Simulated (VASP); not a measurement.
MgH2:

```
Mg H
1.0
     3.23449    0.00000    0.00000
     0.00000    3.23449    0.00000
     0.00000    0.00000    2.71386
Mg H
1 2
Cartesian
  1.6172 1.6172 0.0000
  0.0000 1.6172 1.3569
  1.6172 0.0000 1.3569
```

```yaml
Program: VASP 6.6.1
Task: relaxation of cell and atoms
Functional: PBE
Potentials_or_basis: VASP PAW PBE potentials, release 64 (Mg, H)
Cutoff: 600 eV
k_mesh: 6 × 6 × 6
Occupations: gaussian, width 0.1 eV
Spin: no spin polarisation
```

At the start: pressure -0.0 GPa; volume 9.46 Å³/atom.

**Question.** Where does the relaxation end?

**Answer.** Over 3 steps the energy falls by 2.6 meV/atom; space group P4/mmm (No. 123, to 0.05 Å).

Step by step:
```tsv
step	energy change (eV)	largest force (eV/Å)	pressure (GPa)	volume (Å³)
1	0.0000	0.0000	-0.02	28.39
2	-0.0072	0.0000	0.22	28.38
3	-0.0077	0.0000	0.32	28.38
```

Final structure:
```
CELL_PARAMETERS angstrom
3.25821 0.00000 0.00000
0.00000 3.25821 0.00000
0.00000 0.00000 2.67342
ATOMIC_POSITIONS crystal
Mg 0.50000 0.50000 0.00000
H 0.00000 0.50000 0.50000
H 0.50000 0.00000 0.50000
```

Caveat: the k points lie up to 0.39 Å⁻¹ apart in the final cell.
